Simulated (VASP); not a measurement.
Wanted: the native input for a VASP 6.6.1 run.

```
Task                   : single point
Functional             : PBEsol
Potentials or basis    : VASP PAW PBE potentials, release 64 (Pd)
Cutoff                 : 520 eV
k mesh                 : 11 × 11 × 3
Occupations            : fermi-dirac, width 0.05 eV
Spin                   : no spin polarisation
Dipole correction      : no
Further INCAR settings : ALGO = Fast; EDIFF = 1e-06; NBANDS = 28
```

The structure of Pd lies in POSCAR:

```
Pd
1.0
    2.7440204281      0.0000000000      0.0000000000
   -1.3720102141      2.3763913993      0.0000000000
    0.0000000000      0.0000000000      9.0571949703
Pd
4
Direct
    0.6666666667      0.3333333333      0.7500000000
    0.0000000000      0.0000000000      0.5000000000
    0.3333333333      0.6666666667      0.2500000000
    0.0000000000      0.0000000000      0.0000000000
```

This cell differs from its parent crystal: volume scaled by 0.98.

These files were run (other wordings do the same):

INCAR

```
SYSTEM = Pd
  ALGO = Fast
  EDIFF = 1E-6
  ENCUT = 520
  GGA = PS
  ISIF = 2
  ISMEAR = -1
  LASPH = .True.
  LCHARG = .False.
  LREAL = .False.
  LWAVE = .False.
  NBANDS = 28
  NELM = 100
  PREC = Accurate
  SIGMA = 0.05
```

KPOINTS

```
k-points
0
Gamma
  11 11 3
  0 0 0
```

Potentials or basis: VASP PAW PBE potentials, release 64 (Pd).

Launch:

```bash
$ cat potpaw_PBE.64/Pd/POTCAR > POTCAR
$ mpirun -np 1 vasp_std > vasp.out
```

Results of the run:

```
Pressure               : -2.6 GPa
Band gap on the k mesh : zero (band 20 reaches 9.82 eV, above the bottom of band 21 at 8.90 eV)
```

Caveat: the PAW data sets were made with another functional, which shifts forces and pressure a little.

Wall time 29 s on 1 thread of AMD EPYC 9R45 96-Core Processor (Zen 5), on a shared host, peak memory 0.15 GiB.
